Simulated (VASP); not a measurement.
# La36HO54 (a cell with a defect) in VASP: notebook

Aim: see how the results for La36HO54 (a cell with a defect) move with the level of theory and the settings. Levels: HSE06, PBE. Tasks: single point.

All numbers are computed with VASP 6.6.1; they aren't measurements. Logs are shortened: lines on timing, memory, paths and dates and some standing lists are left out, and cuts for length are marked.

**1. The cell of the first run**

The cell holds a defect, 91 atoms: a = 11.822 Å, b = 11.822 Å, c = 12.376 Å, α = 90.00°, β = 90.00°, γ = 120.00°.

**2. Single point, HSE06**

POSCAR

```
La36HO54
1.0
   11.8217180600     -0.0000000900      0.0000000000
   -5.9108589500     10.2379082000      0.0000000000
    0.0000000000      0.0000000000     12.3757188400
La O H
36 54 1
Direct
    0.2273725500      0.1130892600      0.3749388300
    0.1134129700      0.2267067500      0.1252007000
    0.2183396600      0.1126060500      0.8809820200
    0.1130498500      0.2179618200      0.6190117500
    0.2177109600      0.4439914400      0.3793067800
    0.1143346700      0.5567337000      0.1249769600
    0.2170747200      0.4387371800      0.8716808900
    0.1126788700      0.5612728800      0.6234898500
    0.2212712800      0.7791916400      0.3773548900
    0.1120311900      0.8884409900      0.1243119600
    0.2225156300      0.7779576000      0.8791226100
    0.1097835600      0.8906760100      0.6284495500
    0.5569100100      0.1138433500      0.3750934600
    0.4441693400      0.2166981600      0.1203255700
    0.5616982200      0.1120409900      0.8764148900
    0.4393441300      0.2168586100      0.6284839000
    0.5563773200      0.4441230900      0.4020706500
    0.4443973800      0.5561037200      0.0975069800
    0.5570432300      0.4434054500      0.8777125300
    0.4442671800      0.5561858300      0.6235612600
    0.5564790100      0.7827620800      0.3793094400
    0.4437259800      0.8861376100      0.1249803100
    0.5617164400      0.7833874800      0.8716757100
    0.4391977700      0.8877957300      0.6234863600
    0.8888153700      0.1116464700      0.3759476300
    0.7795197700      0.2209561300      0.1228370900
    0.8909982400      0.1094552900      0.8716827900
    0.7783860400      0.2221002400      0.6209356600
    0.8866292700      0.4435652300      0.3750908500
    0.7837747500      0.5563131300      0.1203192600
    0.8884366600      0.4387859000      0.8764207500
    0.7836043700      0.5611149800      0.6284889900
    0.8873883700      0.7731112000      0.3749404500
    0.7737692000      0.8870674300      0.1251956200
    0.8878674300      0.7821250300      0.8809830100
    0.7824996700      0.8874172200      0.6190129300
    0.2233973700      0.1121151100      0.1738242700
    0.1127707500      0.2231649700      0.3262945900
   -0.0035375900      0.0040000600     -0.0045069700
    0.2208709100      0.1067586000      0.6867670800
    0.1070946600      0.2204014800      0.8132759000
    0.0042288200     -0.0037767900      0.5047165300
    0.2352638300      0.4530184400      0.1849123500
    0.1106385200      0.5564515100      0.3218050500
    0.0055571000      0.3342557200      0.0000773800
    0.2235796200      0.4448726800      0.6696290800
    0.1123829900      0.5569288200      0.8226603100
    0.0027826200      0.3382171600      0.4926546600
    0.2222117500      0.7782488000      0.1765331400
    0.1106392300      0.8898379500      0.3199110000
   -0.0013668300      0.6620477600      0.0072345500
    0.2183823700      0.7820901700      0.6851513300
    0.1109611900      0.8894996600      0.8334675500
   -0.0050523400      0.6653822800      0.4995628500
    0.5569251900      0.1101202700      0.1783221400
    0.4535753900      0.2355424000      0.3145199700
    0.3384287000      0.0018243200      0.0072487100
    0.5574980000      0.1119575600      0.6772297200
    0.4453730100      0.2231204100      0.8309120300
    0.3350923200      0.0055373800      0.4995696800
    0.5610147800      0.4394476900      0.0742603800
    0.4394862200      0.5609775700      0.4297687200
    0.2966552100      0.3230732700     -0.0066312600
    0.5558777100      0.4445875300      0.6698803400
    0.4453000800      0.5551638800      0.8319260800
    0.3240700900      0.2959081900      0.5068006500
    0.5474424000      0.7652187000      0.1849201700
    0.4440091800      0.8898357300      0.3218212900
    0.3317982200      0.6686932000      0.0041036000
    0.5555870600      0.7768830100      0.6696197300
    0.4435488700      0.8880923500      0.8226489100
    0.3106355900      0.6898161100      0.5094500300
    0.8901088700      0.1103671200      0.1804244200
    0.7785394900      0.2219362800      0.3238115600
    0.6662353600     -0.0050643400      0.0000662300
    0.8898152800      0.1106366900      0.6664009900
    0.7823927000      0.2180917700      0.8148762600
    0.6622626700     -0.0023205000      0.4926474100
    0.8903531000      0.4435515100      0.1783070800
    0.7649339500      0.5469005600      0.3145077500
    0.6894651200      0.3109842900     -0.0093853600
    0.8885200000      0.4429888800      0.6772442800
    0.7773348000      0.5550911000      0.8309234100
    0.6685665500      0.3319368600      0.4960682200
    0.8883627500      0.7770798200      0.1738242300
    0.7773000500      0.8876993000      0.3262838500
    0.6773673000      0.7038070100     -0.0065998800
    0.8937006100      0.7795881900      0.6867656100
    0.7800557200      0.8933577200      0.8132814500
    0.7045541400      0.6763793200      0.5067774000
    0.4977534200      0.5027086800      0.2518777300
```

INCAR.step1

```
PREC = Accurate
ENCUT = 520
EDIFF = 1E-5
ISMEAR = -1
SIGMA = 0.01
LREAL = Auto
LASPH = T
NELM = 100
ALGO = Normal
ISIF = 2
LWAVE = T
NBANDS = 412
GGA = PE
NELECT = 722.0
NCORE = 2
```

INCAR.step2

```
PREC = Accurate
ENCUT = 520
EDIFF = 1E-6
ISMEAR = -1
SIGMA = 0.01
LREAL = Auto
LASPH = T
NELM = 100
ALGO = Normal
ISIF = 2
LWAVE = F
LCHARG = T
GGA = PE
LHFCALC = T
HFSCREEN = 0.2079
PRECFOCK = Fast
LELF = T
LVHAR = T
NBANDS = 412
ISTART = 1
NELECT = 722.0
```

KPOINTS

```
Automatic mesh
0
Gamma
  1 1 1
```

Potentials or basis: VASP PAW PBE potentials, release 64 (La, O, H).

The run is started by

```console
cat potpaw_PBE.64/La/POTCAR potpaw_PBE.64/O/POTCAR potpaw_PBE.64/H/POTCAR > POTCAR
cp INCAR.step1 INCAR
mpirun -np 8 vasp_gam > vasp.out
cp INCAR.step2 INCAR
mpirun -np 8 vasp_gam > vasp.out
```

OUTCAR:

```text
PREC = Accurate
   ENCUT = 520
   EDIFF = 1E-6
   ISMEAR = -1
   LREAL = Auto
   LASPH = T
   NELM = 100
   ISIF = 2
   GGA = PE
   LHFCALC = T
   HFSCREEN = 0.2079
   PRECFOCK = Fast
   ISTART = 1
   NELECT = 722.0

 ion  position               nearest neighbor table
   1  0.227  0.113  0.375-  38 2.38  50 2.39  56 2.44  66 2.48  37 2.49  60 2.69  42 2.79
   2  0.113  0.227  0.125-  37 2.38  73 2.39  43 2.43  63 2.49  38 2.49  45 2.69  39 2.79
   3  0.218  0.113  0.881-  53 2.36  41 2.39  40 2.41  59 2.41  63 2.58  39 2.68
   4  0.113  0.218  0.619-  76 2.36  40 2.39  41 2.41  46 2.41  66 2.59  42 2.67
   5  0.218  0.444  0.379-  38 2.35  62 2.36  44 2.36  43 2.41  48 2.61
   6  0.114  0.557  0.125-  49 2.36  79 2.39  43 2.42  44 2.44  69 2.68  51 2.69  45 2.75
   7  0.217  0.439  0.872-  41 2.35  47 2.36  65 2.39  46 2.50  63 2.51  45 2.69  18 3.64
   8  0.113  0.561  0.623-  52 2.39  82 2.39  46 2.40  47 2.47  72 2.49  54 2.74  48 2.80
   9  0.221  0.779  0.377-  50 2.37  68 2.38  44 2.38  72 2.45  49 2.49  54 2.77  60 2.77
  10  0.112  0.888  0.124-  49 2.35  85 2.37  37 2.37  50 2.42  57 2.73  51 2.73
  11  0.223  0.778  0.879-  53 2.35  47 2.37  71 2.37  52 2.40  69 2.72  57 2.79  51 2.79
  12  0.110  0.891  0.628-  88 2.33  40 2.33  52 2.33  53 2.54  42 2.65  54 2.80  60 2.80
  13  0.557  0.114  0.375-  74 2.36  68 2.39  56 2.43  55 2.44  84 2.69  78 2.70  60 2.74
  14  0.444  0.217  0.120-  61 2.35  37 2.36  55 2.36  56 2.41  57 2.61
  15  0.562  0.112  0.876-  77 2.38  71 2.39  59 2.40  58 2.47  81 2.50  75 2.74  57 2.80
  16  0.439  0.217  0.628-  40 2.35  58 2.36  64 2.39  66 2.50  59 2.51  60 2.69  17 3.64
  17  0.556  0.444  0.402-  91 2.21  80 2.39  56 2.39  62 2.42  84 2.57  90 2.73  66 2.73  20 3.58
                            32 3.64  16 3.64
  18  0.444  0.556  0.098-  91 2.20  67 2.40  43 2.40  61 2.41  69 2.58  87 2.74  63 2.74  19 3.57
                            23 3.64   7 3.64
  19  0.557  0.443  0.878-  59 2.33  83 2.33  65 2.36  61 2.43  64 2.57  18 3.57
  20  0.444  0.556  0.624-  46 2.33  70 2.33  64 2.36  62 2.40  65 2.58  17 3.58
  21  0.556  0.783  0.379-  86 2.35  62 2.36  68 2.36  67 2.41  78 2.61
  22  0.444  0.886  0.125-  49 2.36  55 2.39  67 2.42  68 2.44  69 2.68  57 2.69  75 2.75
  23  0.562  0.783  0.872-  89 2.35  71 2.36  65 2.39  70 2.50  87 2.51  75 2.69  18 3.64
  24  0.439  0.888  0.623-  52 2.39  58 2.39  70 2.40  71 2.47  72 2.49  60 2.74  78 2.80
  25  0.889  0.112  0.376-  74 2.35  86 2.37  38 2.37  73 2.42  78 2.73  48 2.73
  26  0.780  0.221  0.123-  73 2.37  79 2.38  55 2.38  81 2.47  74 2.49  75 2.77  45 2.77
  27  0.891  0.109  0.872-  89 2.33  41 2.33  77 2.33  76 2.54  39 2.65  75 2.80  45 2.80
  28  0.778  0.222  0.621-  76 2.35  58 2.37  82 2.37  77 2.40  84 2.73  48 2.79  78 2.79
  29  0.887  0.444  0.375-  74 2.36  44 2.39  80 2.43  79 2.44  84 2.69  48 2.70  54 2.74
  30  0.784  0.556  0.120-  61 2.35  85 2.36  79 2.36  80 2.41  51 2.61
  31  0.888  0.439  0.876-  77 2.38  47 2.39  83 2.40  82 2.47  81 2.50  45 2.74  51 2.80
  32  0.784  0.561  0.628-  88 2.35  82 2.36  64 2.39  90 2.50  83 2.51  54 2.69  17 3.64
  33  0.887  0.773  0.375-  86 2.38  50 2.39  80 2.44  90 2.48  85 2.49  54 2.69  42 2.79
  34  0.774  0.887  0.125-  85 2.38  73 2.39  67 2.43  87 2.49  86 2.49  75 2.69  39 2.79
[... 22 lines left out ...]
  57  0.338  0.002  0.007-  14 2.61  22 2.69  10 2.73  11 2.79  15 2.80
  58  0.557  0.112  0.677-  16 2.36  28 2.37  24 2.39  15 2.47
  59  0.445  0.223  0.831-  19 2.33  15 2.40   3 2.41  16 2.51
  60  0.335  0.006  0.500-  16 2.69   1 2.69  24 2.74  13 2.74   9 2.77  12 2.80
[... 352 lines left out ...]
   NKREDY  =     1    reduce k-point grid by
   NKREDZ  =     1    reduce k-point grid by
   AEXX    =    0.2500 exact exchange contribution
   HFSCREEN=    0.2079 screening length (either q_TF or 0.3 A-1)
   HFSCREENC=   0.2079 screening length for correlation (either q_TF or 0.3 A-1)
   ENCUTFOCK=  -1.0 apply spherical cutoff to Coloumb kernel
   IVDW    =     0    specifies the selected vdW correction
   LEPSILON=     F    determine dielectric tensor
   LRPA    =     F    only Hartree local field effects (RPA)
 non-spin polarized calculation
  energy-cutoff  :      520.00
  volume of cell :     1497.83
 maximum number of plane-waves:     20145
 NGX is ok and might be reduce to    90
  NGX = 48; NGY = 48; NGZ = 48

 number of electron     721.9999933 magnetization

 Free energy of the ion-electron system (eV)
  ---------------------------------------------------
  ext. energy  EPLUGINS =         0.00000000
  ---------------------------------------------------
  free energy    TOTEN  =      -873.36453880 eV

  energy without entropy =     -873.36453880  energy(sigma->0) =     -873.36453880

 E-fermi :   5.8775     XC(G=0):  -8.5697

 val. band max:        5.5419394389   @ k =   0.0000   0.0000   0.0000
 cond. band min:      10.0049597244   @ k =   0.0000   0.0000   0.0000
 fundamental gap:      4.4630202855
 Fermi energy:         5.8775230758

 k-point     1 :       0.0000    0.0000    0.0000
  band No.  band energies     occupation
      1     -26.9201      2.00000
      2     -26.8367      2.00000
      3     -26.8128      2.00000
      4     -26.7955      2.00000
      5     -26.7944      2.00000
      6     -26.7830      2.00000
[... 365 lines left out ...]
    372      10.8380      0.00000
    373      10.8429      0.00000
 [bands above 373 left out]

------------------------ aborting loop because EDIFF is reached ----------------------------------------

  FORCE on cell =-STRESS in cart. coord.  units (eV):
  Direction    XX          YY          ZZ          XY          YZ          ZX
  --------------------------------------------------------------------------------------
  -------------------------------------------------------------------------------------
  Total       -3.4877728     -7.2060578      4.4637591     -3.2377182      0.8863705     -1.5490256
  in kB       -3.7307531     -7.7080774      4.7747327     -3.4632781      0.9481207     -1.6569406
  external PRESSURE =      -2.2213659 kB  Pullay stress =       0.0000000 kB

 VOLUME and BASIS-vectors are now :
 -----------------------------------------------------------------------------
  energy-cutoff  :      520.00
  volume of cell :     1497.83
      direct lattice vectors                 reciprocal lattice vectors
    11.821718060 -0.000000090  0.000000000     0.084590074  0.048838101  0.000000000
    -5.910858950 10.237908200  0.000000000     0.000000001  0.097676203  0.000000000
     0.000000000  0.000000000 12.375718840     0.000000000  0.000000000  0.080803387

 POSITION                                       TOTAL-FORCE (eV/Angst)
 -----------------------------------------------------------------------------------
      2.01948      1.15780      4.64014        -0.013838      0.024693     -0.115322
      0.00070      2.32100      1.54945         0.026881      0.008380      0.106135
      1.91555      1.15285     10.90279        -0.038657      0.012820     -0.168672
      0.04810      2.23147      7.66072         0.025116     -0.023773      0.175586
     -0.05065      4.54554      4.69419        -0.029380      0.007989     -0.103462
     -1.93914      5.69979      1.54668        -0.011665      0.035082      0.158829
[... 83 lines left out ...]
      4.33106      6.92471      6.27173         0.048690      0.009154     -0.002028
      2.91286      5.14669      3.11717         0.009736     -0.005428     -0.003652
 -----------------------------------------------------------------------------------
    total drift:                                0.017490     -0.009085     -0.012655

  FREE ENERGIE OF THE ION-ELECTRON SYSTEM (eV)
  ---------------------------------------------------
  free  energy   TOTEN  =      -873.3645387983 eV

  energy  without entropy=     -873.3645387983  energy(sigma->0) =     -873.36453880
```

Run time: 40 min. Hardware: 8 MPI ranks of AMD EPYC 7R13 (Zen 3), shared host; peak memory 1.1 GiB.

What came out:

| Item | Value |
| --- | --- |
| Free energy | -873.3645 eV |
| Largest force | 0.185 eV/Å |

Forces in eV/Å, atoms in the order of the input:
```
La  -0.014  0.025 -0.115
La   0.027  0.008  0.106
La  -0.039  0.013 -0.169
La   0.025 -0.024  0.176
La  -0.029  0.008 -0.103
La  -0.012  0.035  0.159
La   0.004 -0.036 -0.121
La   0.023  0.037  0.136
La   0.045 -0.027 -0.112
La   0.004 -0.002  0.164
La  -0.005  0.004 -0.185
La  -0.002  0.001  0.169
La   0.036 -0.002 -0.164
La   0.013 -0.014  0.114
La   0.017  0.039 -0.134
La  -0.023 -0.017  0.133
La  -0.078  0.045 -0.025
La   0.055 -0.032  0.033
La   0.002 -0.001  0.001
La  -0.013  0.008  0.002
La  -0.022  0.022 -0.104
La  -0.036 -0.007  0.159
La   0.033  0.015 -0.121
La  -0.020 -0.038  0.136
La   0.002  0.000 -0.175
La  -0.044  0.025  0.110
La   0.009 -0.005 -0.160
La   0.002 -0.001  0.184
La   0.020 -0.030 -0.165
La   0.019 -0.005  0.114
La  -0.026 -0.034 -0.134
La   0.004  0.029  0.133
La  -0.028  0.000 -0.116
La   0.007 -0.027  0.106
La  -0.031  0.027 -0.169
La   0.033 -0.010  0.176
O    0.019  0.003 -0.032
O   -0.007  0.011  0.033
O    0.010 -0.006  0.005
O    0.012 -0.006 -0.017
O   -0.009  0.004  0.015
O   -0.010  0.005 -0.002
O   -0.028 -0.010 -0.006
O    0.013 -0.003 -0.002
O    0.003  0.005  0.006
O    0.027  0.025 -0.023
O    0.016 -0.009  0.020
O    0.016  0.003 -0.013
O    0.006 -0.003 -0.040
O    0.002 -0.002  0.008
O   -0.014 -0.006  0.014
O   -0.018  0.009  0.000
O    0.005 -0.002  0.056
O   -0.013 -0.004 -0.005
O   -0.007  0.015 -0.005
O    0.011 -0.035  0.013
O   -0.002  0.015  0.013
O   -0.016  0.012 -0.016
O    0.011  0.031  0.022
O   -0.002  0.012 -0.004
O   -0.006  0.003 -0.084
O    0.015 -0.008  0.040
O   -0.045 -0.014  0.000
O   -0.014  0.008 -0.070
O    0.008 -0.005  0.060
O    0.016 -0.048 -0.002
O   -0.006  0.027 -0.007
O    0.009 -0.011 -0.003
O    0.005 -0.003 -0.003
O   -0.006 -0.038 -0.023
O    0.015 -0.010  0.020
O   -0.066  0.038 -0.006
O   -0.006  0.003 -0.006
O   -0.006  0.004  0.047
O   -0.003 -0.005  0.007
O   -0.002  0.003 -0.054
O    0.017 -0.009  0.002
O    0.003 -0.013 -0.011
O   -0.016 -0.001 -0.004
O    0.036  0.009  0.014
O    0.070 -0.040  0.004
O   -0.018  0.011 -0.015
O   -0.020 -0.024  0.022
O   -0.005  0.003 -0.001
O    0.006 -0.019 -0.032
O   -0.014 -0.001  0.034
O   -0.012  0.046  0.001
O    0.012 -0.007 -0.016
O   -0.009  0.004  0.013
O    0.049  0.009 -0.002
H    0.010 -0.005 -0.004
```

Levels at points of the mesh, in eV from the Fermi level:
```tsv
k point	band 357	band 358	band 359	band 360	band 361	band 362	band 363	band 364	band 365	band 366
(0.00, 0.00, 0.00)	-1.04	-1.00	-0.92	-0.89	-0.34	4.13	4.22	4.35	4.51	4.55
```

Caveat: the k points lie up to 0.61 Å⁻¹ apart; the cell carries a net charge on a neutralising background, which shifts energy and pressure; the cell is charged against a uniform background, so pressure and absolute levels hang on convention; the PAW data sets were made with another functional, which shifts forces and pressure a little; spin-orbit coupling is left out, which moves the levels of the heavy elements.

(Continued in part 2 of 2.)
